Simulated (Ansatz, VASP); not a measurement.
# One calculation of InP, two programs

INCAR

```
SYSTEM = InP
PREC = Accurate
ENCUT = 520
EDIFF = 1E-7
ISMEAR = 0
SIGMA = 0.05
LREAL = .FALSE.
LASPH = .TRUE.
NELM = 60
ALGO = Normal
ISIF = 2
LWAVE = .FALSE.
LCHARG = .FALSE.
GGA = PS
NBANDS = 16
```

The input KPOINTS:

```
regular mesh
0
G
  10 10 10
  0 0 0
```

The input POSCAR:

```
InP
1.0
    0.0000000000      2.6926516908      2.6926516908
    2.6926516908      0.0000000000      2.6926516908
    2.6926516908      2.6926516908      0.0000000000
In P
1 1
Direct
    0.0000000000      0.0000000000      0.0000000000
    0.5000000000      0.5000000000      0.5000000000
```

Input for Ansatz:

```yaml
crystal:
  lattice:
    - [0.0, 2.6926516908, 2.6926516908]
    - [2.6926516908, 0.0, 2.6926516908]
    - [2.6926516908, 2.6926516908, 0.0]
  atoms:
    - { symbol: In, position: [0.0, 0.0, 0.0] }
    - { symbol: P, position: [0.5, 0.5, 0.5] }
basis:
  ecutwfc: 420
  ecutrho_ratio: 4
kpoints:
  mp_grid: { grid: [10, 10, 10] }
hamiltonian:
  xc: pbesol
scf:
  occupations: { method: gaussian, width: 0.05 }
output:
  forces: true
  stress: true
  eigenvalues: true
```

Alike in both runs: task single point; functional PBEsol; k mesh 10 × 10 × 10; occupations gaussian, width 0.05 eV; no spin polarisation.

```csv
,VASP,Ansatz
version,VASP 6.6.1,Ansatz 0.2.0
potentials or method,"VASP PAW PBE potentials, release 64 (In_d, P), cutoff 520 eV","scalar-relativistic, plane waves, PAW"
valence electrons in the cell,18,18
```

|  | VASP | Ansatz | Ansatz less VASP |
| --- | --- | --- | --- |
| gap on the k mesh at the Fermi level (eV) | none | none | - |
| pressure (GPa) | 3.8 | 3.8 | -0.04 |

VASP's potentials were made for PBE, not for PBEsol. A gap of «none» marks a metal or a gap that the smearing closes. The functional is the same, so the differences come from potentials, cutoffs and numerics.
